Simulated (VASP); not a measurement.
Wanted: the native input for a VASP 6.6.1 run.

```
Task                   : single point
Functional             : LDA
Potentials or basis    : VASP PAW LDA potentials, release 64 (Re)
Cutoff                 : 520 eV
k mesh                 : 14 × 14 × 8
Occupations            : fermi-dirac, width 0.05 eV
Spin                   : no spin polarisation
Dipole correction      : no
Further INCAR settings : ALGO = Normal; EDIFF = 1e-06; NBANDS = 14
```

The structure of Re lies in POSCAR:

```
Re
1.0
    2.6201393302      0.0000000000      0.0000000000
   -1.3100696651      2.2691072214      0.0000000000
    0.0000000000      0.0000000000      4.1895637172
Re
2
Direct
    0.3333333333      0.6666666667      0.2500000000
    0.6666666667      0.3333333333      0.7500000000
```

These files were run (other wordings do the same):

INCAR

```
SYSTEM = Re
ALGO = Normal ; EDIFF = 1E-6
ENCUT = 520 ; GGA = CA
ISIF = 2 ; ISMEAR = -1
LASPH = .TRUE. ; LCHARG = .FALSE.
LREAL = .FALSE. ; LWAVE = .FALSE.
NBANDS = 14 ; NELM = 80
PREC = Accurate ; SIGMA = 0.05
```

KPOINTS

```
k-points
0
G
  14 14 8
  0 0 0
```

Potentials or basis: VASP PAW LDA potentials, release 64 (Re).

Run with:

```console
$ cat potpaw_LDA.64/Re/POTCAR > POTCAR
$ mpirun -np 1 vasp_std > vasp.out
```

It gave:

```yaml
Pressure: 81.6 GPa
Band_gap_on_the_k_mesh: zero (bands 7 and 8 overlap by 4.20 eV)
```

Caveat: the cell stands under pressure; spin-orbit coupling is left out, which moves the levels of the heavy elements.

Run time: 22 s on 1 thread of AMD EPYC 7R13 Processor (Zen 3), on a shared host, peak memory 0.12 GiB.
